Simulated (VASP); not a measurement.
# Au (Fm-3m) in VASP: notebook

The runs below take Au through single point, with PBE.

Program: VASP 6.6.1. These are calculated values, not measurements. Logs are shortened: lines on timing, memory, paths and dates and some standing lists are left out, and cuts for length are marked.

**1. The cell of the first run**

Symmetry: Fm-3m, No. 225, cubic system. Conventional cell: a = 4.070 Å, b = 4.070 Å, c = 4.070 Å, α = 90.00°, β = 90.00°, γ = 90.00°. Au (site symmetry m-3m) has 12 Au at 2.88 Å within 3.8 Å.

**2. Single point, PBE**

The input, INCAR:

```
PREC     = Accurate       # precision mode
ENCUT    = 500            # plane-wave cutoff, eV
EDIFF    = 1E-6           # SCF threshold, eV
ISMEAR   = 0              # smearing method
SIGMA    = 0.019000000000000003 # smearing width, eV
LREAL    = False          # projectors in reciprocal space
LASPH    = True           # aspherical terms in the spheres
NELM     = 120            # most SCF steps
ALGO     = Normal         # electronic algorithm
ISIF     = 2              # what is computed and relaxed
LWAVE    = False          # write WAVECAR
LCHARG   = False          # write CHGCAR
GGA      = PE             # functional
NBANDS   = 12             # bands
GGA_COMPAT= False
```

The input, KPOINTS:

```
Automatic mesh
0
Gamma
  11 11 11
```

The input, POSCAR:

```
Au
1.0
    0.0000000000      2.0350000000      2.0350000000
    2.0350000000      0.0000000000      2.0350000000
    2.0350000000      2.0350000000      0.0000000000
Au
1
Direct
    0.0000000000      0.0000000000      0.0000000000
```

Potentials or basis: VASP PAW PBE potentials, release 64 (Au).

The run is started by

```console
$ cat potpaw_PBE.64/Au/POTCAR > POTCAR
$ mpirun -np 1 vasp_std > vasp.out
```

OUTCAR:

```text
PREC = Accurate
   ENCUT = 500
   EDIFF = 1E-6
   ISMEAR = 0
   LREAL = False
   LASPH = True
   NELM = 120
   ISIF = 2
   GGA = PE

 ion  position               nearest neighbor table
   1  0.000  0.000  0.000-

  LATTYP: Found a face centered cubic cell.
 ALAT       =     4.0700000000

  Lattice vectors:

 A1 = (   0.0000000000,   2.0350000000,   2.0350000000)
 A2 = (   2.0350000000,   0.0000000000,   2.0350000000)
 A3 = (   2.0350000000,   2.0350000000,   0.0000000000)

Analysis of symmetry for initial positions (statically):
=====================================================================
 Subroutine PRICEL returns:
 Original cell was already a primitive cell.

 Routine SETGRP: Setting up the symmetry group for a
 face centered cubic supercell.

 Subroutine GETGRP returns: Found 48 space group operations
 (whereof 48 operations were pure point group operations)
 out of a pool of 48 trial point group operations.

The static configuration has the point symmetry O_h .

Analysis of symmetry for dynamics (positions and initial velocities):
=====================================================================
 Subroutine PRICEL returns:
 Original cell was already a primitive cell.

 Routine SETGRP: Setting up the symmetry group for a
 face centered cubic supercell.

 Subroutine GETGRP returns: Found 48 space group operations
 (whereof 48 operations were pure point group operations)
 out of a pool of 48 trial point group operations.

The dynamic configuration has the point symmetry O_h .

 Subroutine INISYM returns: Found 48 space group operations
 (whereof 48 operations are pure point group operations),
 and found     1 'primitive' translations

----------------------------------------------------------------------------------------

                                     Primitive cell

  volume of cell :      16.8548

  direct lattice vectors                    reciprocal lattice vectors
     0.000000000  2.035000000  2.035000000    -0.245700246  0.245700246  0.245700246
     2.035000000  0.000000000  2.035000000     0.245700246 -0.245700246  0.245700246
     2.035000000  2.035000000  0.000000000     0.245700246  0.245700246 -0.245700246

  length of vectors
     2.877924599  2.877924599  2.877924599     0.425565309  0.425565309  0.425565309

  position of ions in fractional coordinates (direct lattice)
     0.000000000  0.000000000  0.000000000

  ion indices of the primitive-cell ions
   primitive index   ion index
                 1           1

----------------------------------------------------------------------------------------

 KPOINTS: Automatic mesh

Automatic generation of k-mesh.
 Grid dimensions read from file:
 generate k-points for:   11   11   11

 Generating k-lattice:

  Cartesian coordinates                     Fractional coordinates (reciprocal lattice)
    -0.022336386  0.022336386  0.022336386     0.090909091  0.000000000  0.000000000
     0.022336386 -0.022336386  0.022336386     0.000000000  0.090909091  0.000000000
     0.022336386  0.022336386 -0.022336386     0.000000000  0.000000000  0.090909091

  Length of vectors
     0.038687755  0.038687755  0.038687755

  Shift w.r.t. Gamma in fractional coordinates (k-lattice)
     0.000000000  0.000000000  0.000000000

 Subroutine IBZKPT returns following result:
 ===========================================

 Found     56 irreducible k-points:

 Following reciprocal coordinates:
            Coordinates               Weight
  0.000000  0.000000  0.000000      1.000000
  0.090909  0.000000  0.000000      8.000000
  0.181818  0.000000  0.000000      8.000000
  0.272727  0.000000  0.000000      8.000000
  0.363636  0.000000  0.000000      8.000000
  0.454545  0.000000  0.000000      8.000000
[... 16 lines left out ...]
 -0.272727  0.181818  0.000000     24.000000
 -0.181818  0.181818  0.000000     12.000000
 [... further k-points ...]
   k-points           NKPTS =     56   k-points in BZ     NKDIM =     56   number of bands    NBANDS=     12
   number of dos      NEDOS =    301   number of ions     NIONS =      1
   total plane-waves  NPLWV =  13824
   dimension x,y,z NGX =    24 NGY =   24 NGZ =   24
   dimension x,y,z NGXF=    48 NGYF=   48 NGZF=   48
   ions per type =               1
   NGX,Y,Z   is equivalent  to a cutoff of  13.86, 13.86, 13.86 a.u.
   NGXF,Y,Z  is equivalent  to a cutoff of  27.73, 27.73, 27.73 a.u.
 SYSTEM =  unknown system
   PREC   = accura    normal or accurate (medium, high low for compatibility)
   ISTART =      0    job   : 0-new  1-cont  2-samecut
   ICHARG =      2    charge: 1-file 2-atom 10-const
   ISPIN  =      1    spin polarized calculation?
   LNONCOLLINEAR =      F non collinear calculations
   LSORBIT =      F    spin-orbit coupling
   LASPH  =      T    aspherical Exc in radial PAW
   ENCUT  =  500.0 eV  36.75 Ry    6.06 a.u.   5.25  5.25  5.25*2*pi/ulx,y,z
   NELM   =    120;   NELMIN=  2; NELMDL= -5     # of ELM steps
   EDIFF  = 0.1E-05   stopping-criterion for ELM
   LREAL  =      F    real-space projection
   EDIFFG = 0.1E-04   stopping-criterion for IOM
   NSW    =      0    number of steps for IOM
   IBRION =     -1    ionic relax: 0-MD 1-quasi-New 2-CG
   NFREE  =      0    steps in history (QN), initial steepest desc. (CG)
   ISIF   =      2    stress and relaxation
   ISYM   =      2    0-nonsym 1-usesym 2-fastsym
   POTIM  = 0.5000    time-step for ionic-motion
   TEBEG  =    0.0;   TEEND  =   0.0 temperature during run
   PSTRESS=    0.0 pullay stress
   NELECT =      11.0000    total number of electrons
   NUPDOWN=      -1.0000    fix difference up-down
   EMIN   =  10.00;   EMAX   =-10.00  energy-range for DOS
   EFERMI =   0.00;   METHOD = LEGACY
   ISMEAR =     0;   SIGMA  =   0.02  broadening in eV -4-tet -1-fermi 0-gaus
   EFERMI_NEDOS =   21; number of points for ismear=-14 and -15
   IALGO  =     38    algorithm
   IMIX   =      4    mixing-type and parameters
     AMIX     =   0.40;   BMIX     =  1.00
     AMIX_MAG =   1.60;   BMIX_MAG =  1.00
  volume/ion in A,a.u.               =      16.85       113.74
  Fermi-wavevector in a.u.,A,eV,Ry     =   1.420032  2.683470 27.436005  2.016489
  Thomas-Fermi vector in A             =   2.540990
   LORBIT       =      0    0 simple, 1 ext, 2 COOP (PROOUT), +10 PAW based schemes
   GGA     = PE    functional components
   LHFCALC =     F    Hartree Fock is set to
   AEXX    =    0.0000 exact exchange contribution
   IVDW    =     0    specifies the selected vdW correction
   LEPSILON=     F    determine dielectric tensor
   LRPA    =     F    only Hartree local field effects (RPA)
 non-spin polarized calculation
 Gauss-broadening in eV      SIGMA  =   0.02
  energy-cutoff  :      500.00
  volume of cell :       16.85
 maximum number of plane-waves:       440
 NGX is ok and might be reduce to    24
   NGX = 11   NGY = 11   NGZ = 11

 number of electron      10.9999999 magnetization

 Free energy of the ion-electron system (eV)
  ---------------------------------------------------
  ext. energy  EPLUGINS =         0.00000000
  ---------------------------------------------------
  free energy    TOTEN  =        -3.19553216 eV

  energy without entropy =       -3.19550788  energy(sigma->0) =       -3.19552002

 E-fermi :   9.7665     XC(G=0): -12.7823

 val. band max:        9.5442712591   @ k =   0.4545   0.3636   0.0000
 cond. band min:       9.7938941089   @ k =  -0.4545   0.0909   0.0000
 fundamental gap:      0.2496228498
 Fermi energy:         9.7665291832

 k-point     1 :       0.0000    0.0000    0.0000
  band No.  band energies     occupation
      1      -0.3127      2.00000
      2       4.9103      2.00000
      3       4.9103      2.00000
      4       4.9103      2.00000
      5       6.4534      2.00000
      6       6.4534      2.00000
      7      24.1678      0.00000
      8      28.2298      0.00000
      9      28.2298      0.00000
     10      28.2298      0.00000
     11      33.1717      0.00000
     12      37.9348      0.00000

 k-point     2 :       0.0909    0.0000    0.0000
  band No.  band energies     occupation
      1      -0.0239      2.00000
      2       4.8188      2.00000
      3       5.0068      2.00000
      4       5.0068      2.00000
      5       6.4124      2.00000
      6       6.4124      2.00000
      7      24.4936      0.00000
      8      26.6099      0.00000
      9      28.5777      0.00000
     10      28.5777      0.00000
     11      33.9987      0.00000
     12      36.0680      0.00000

 k-point     3 :       0.1818    0.0000    0.0000
  band No.  band energies     occupation
      1       0.7684      2.00000
      2       4.6701      2.00000
      3       5.1810      2.00000
      4       5.1810      2.00000
      5       6.4159      2.00000
      6       6.4159      2.00000
      7      23.4396      0.00000
      8      25.3366      0.00000
      9      29.4291      0.00000
     10      29.4291      0.00000
     11      31.8616      0.00000
     12      34.0058      0.00000

 k-point     4 :       0.2727    0.0000    0.0000
  band No.  band energies     occupation
      1       1.7168      2.00000
      2       4.9102      2.00000
      3       5.1674      2.00000
      4       5.1674      2.00000
      5       6.7310      2.00000
      6       6.7310      2.00000
      7      20.0155      0.00000
      8      25.1022      0.00000
      9      29.5786      0.00000
     10      29.5786      0.00000
     11      31.7328      0.00000
     12      32.7189      0.00000

 k-point     5 :       0.3636    0.0000    0.0000
  band No.  band energies     occupation
      1       2.1852      2.00000
      2       5.0070      2.00000
      3       5.0070      2.00000
      4       6.2069      2.00000
      5       7.2487      2.00000
      6       7.2487      2.00000
      7      16.4293      0.00000
      8      24.2452      0.00000
      9      28.1029      0.00000
     10      28.1029      0.00000
     11      33.6616      0.00000
     12      33.6780      0.00000
[... 228 lines left out ...]
      1       2.9703      2.00000
      2       4.4245      2.00000
      3       5.5054      2.00000
      4       5.6496      2.00000
      5       7.6242      2.00000
      6      11.4895      0.00000
      7      12.8228      0.00000
      8      22.4655      0.00000
      9      25.1552      0.00000
     10      25.5274      0.00000
     11      35.0667      0.00000
     12      35.1797      0.00000

 k-point    22 :      -0.3636    0.1818    0.0000
  band No.  band energies     occupation
      1       3.0538      2.00000
      2       4.5109      2.00000
      3       5.4850      2.00000
      4       5.4989      2.00000
      5       7.1325      2.00000
      6      10.1397      0.00000
      7      14.8881      0.00000
      8      21.8695      0.00000
      9      25.5039      0.00000
     10      26.7788      0.00000
     11      33.2811      0.00000
     12      35.1676      0.00000

 k-point    23 :      -0.2727    0.1818    0.0000
  band No.  band energies     occupation
      1       3.0047      2.00000
      2       4.5277      2.00000
      3       4.9014      2.00000
      4       5.5977      2.00000
      5       6.4505      2.00000
      6       8.7251      2.00000
      7      18.1689      0.00000
      8      22.0027      0.00000
      9      26.1251      0.00000
     10      29.1403      0.00000
     11      30.8871      0.00000
     12      35.2207      0.00000

 k-point    24 :      -0.1818    0.1818    0.0000
  band No.  band energies     occupation
      1       2.2808      2.00000
      2       4.2904      2.00000
      3       5.1103      2.00000
      4       5.7970      2.00000
      5       5.8357      2.00000
      6       7.6789      2.00000
      7      21.1057      0.00000
      8      23.0924      0.00000
      9      27.3900      0.00000
     10      28.8899      0.00000
     11      31.6329      0.00000
     12      34.3423      0.00000

 [... further k-points ...]

------------------------ aborting loop because EDIFF is reached ----------------------------------------

  FORCE on cell =-STRESS in cart. coord.  units (eV):
  Direction    XX          YY          ZZ          XY          YZ          ZX
  --------------------------------------------------------------------------------------
  -------------------------------------------------------------------------------------
  Total        1.1073200      1.1073200      1.1073200     -0.0000000     -0.0000000      0.0000000
  in kB      105.2593061    105.2593061    105.2593061     -0.0000000     -0.0000000      0.0000000
  external PRESSURE =     105.2593061 kB  Pullay stress =       0.0000000 kB

 VOLUME and BASIS-vectors are now :
 -----------------------------------------------------------------------------
  energy-cutoff  :      500.00
  volume of cell :       16.85
      direct lattice vectors                 reciprocal lattice vectors
     0.000000000  2.035000000  2.035000000    -0.245700246  0.245700246  0.245700246
     2.035000000  0.000000000  2.035000000     0.245700246 -0.245700246  0.245700246
     2.035000000  2.035000000  0.000000000     0.245700246  0.245700246 -0.245700246

 POSITION                                       TOTAL-FORCE (eV/Angst)
 -----------------------------------------------------------------------------------
      0.00000      0.00000      0.00000         0.000000      0.000000      0.000000
 -----------------------------------------------------------------------------------
    total drift:                               -0.000000      0.000000      0.000000

  FREE ENERGIE OF THE ION-ELECTRON SYSTEM (eV)
  ---------------------------------------------------
  free  energy   TOTEN  =        -3.1955321615 eV

  energy  without entropy=       -3.1955078767  energy(sigma->0) =       -3.19552002
```

It took 3.8 s on 1 thread of Intel Xeon 6975P-C (Granite Rapids), shared host; peak memory 0.14 GiB.

Results:

```yaml
Free_energy: -3.1955 eV
Pressure: 10.5 GPa
Band_gap_on_the_k_mesh: zero (an odd number of electrons rules out a gap without spin polarisation)
```

Levels at points of the mesh, in eV from the Fermi level:
```
           k point  band 3  band 4  band 5  band 6  band 7  band 8  band 9  band 10
(0.00, 0.00, 0.00)   -4.86   -4.86   -3.31   -3.31   14.40   18.46   18.46    18.46
```

Caveat: the cell stands under pressure; spin-orbit coupling is left out, which moves the levels of the heavy elements.

**3. Single point, PBE**

The input, INCAR:

```
PREC = Accurate ; ENCUT = 500
EDIFF = 1E-6 ; ISMEAR = 0
SIGMA = 0.011 ; LREAL = False
LASPH = True ; NELM = 120
ALGO = Normal ; ISIF = 2
LWAVE = False ; LCHARG = False
GGA = PE ; NBANDS = 12
GGA_COMPAT = False
```

KPOINTS is that of step 2.

POSCAR is that of step 2.

Potentials or basis: VASP PAW PBE potentials, release 64 (Au).

The run is started by

```console
$ cat potpaw_PBE.64/Au/POTCAR > POTCAR
$ mpirun -np 1 vasp_std > vasp.out
```

It took 3.8 s on 1 thread of Intel Xeon 6975P-C (Granite Rapids), shared host; peak memory 0.14 GiB.

It converged, with:

```
Free energy            : -3.1955 eV
Pressure               : 10.5 GPa
Band gap on the k mesh : zero (an odd number of electrons rules out a gap without spin polarisation)
```

Levels at points of the mesh, in eV from the Fermi level:
| k point | band 3 | band 4 | band 5 | band 6 | band 7 | band 8 | band 9 | band 10 |
| --- | --- | --- | --- | --- | --- | --- | --- | --- |
| (0.00, 0.00, 0.00) | -4.87 | -4.87 | -3.32 | -3.32 | 14.39 | 18.45 | 18.45 | 18.45 |

Caveat: the cell stands under pressure; spin-orbit coupling is left out, which moves the levels of the heavy elements.

**4. Single point, PBE**

The input, INCAR:

```
ALGO = Normal
EDIFF = 1E-6
ENCUT = 500
GGA = PE
GGA_COMPAT = False
ISIF = 2
ISMEAR = 0
LASPH = True
LCHARG = False
LREAL = False
LWAVE = False
NBANDS = 12
NELM = 120
PREC = Accurate
SIGMA = 0.022
```

The input, KPOINTS:

```
k-points
0
Gamma
  11 11 11
```

POSCAR is that of step 3.

The run is started by

```console
$ cat potpaw_PBE.64/Au/POTCAR > POTCAR
$ mpirun -np 1 vasp_std > vasp.out
```

Run time: 3.6 s. Hardware: 1 thread of Intel Xeon 6975P-C (Granite Rapids), shared host; peak memory 0.14 GiB.

It converged, with:

| Property | Result |
| --- | --- |
| Free energy | -3.1955 eV |
| Pressure | 10.5 GPa |
| Band gap on the k mesh | zero (an odd number of electrons rules out a gap without spin polarisation) |

Levels at points of the mesh, in eV from the Fermi level:
| k point | band 2 | band 3 | band 4 | band 5 | band 6 | band 7 | band 8 | band 9 | band 10 | band 11 |
| --- | --- | --- | --- | --- | --- | --- | --- | --- | --- | --- |
| (0.00, 0.00, 0.00) | -4.85 | -4.85 | -4.85 | -3.31 | -3.31 | 14.41 | 18.47 | 18.47 | 18.47 | 23.41 |

Caveat: the cell stands under pressure; spin-orbit coupling is left out, which moves the levels of the heavy elements.

**5. The runs side by side**

| smearing | gap on the mesh (eV) | pressure (GPa) |
| --- | --- | --- |
| gaussian 0.019 eV | none | 10.5 |
| gaussian 0.011 eV | none | 10.5 |
| gaussian 0.022 eV | none | 10.5 |

Alike in all rows: task single point; level PBE; potentials or basis VASP PAW PBE potentials, release 64 (Au); no spin polarisation; cell as given; k mesh 11 × 11 × 11; cutoff (eV) 500.

Caveats: the cell stands under pressure; spin-orbit coupling is left out, which moves the levels of the heavy elements.

Total energies depend on the potentials used, so only differences within one code and one set of settings carry meaning.

The gap in the log of VASP goes by the Fermi energy; the results here count the filled bands.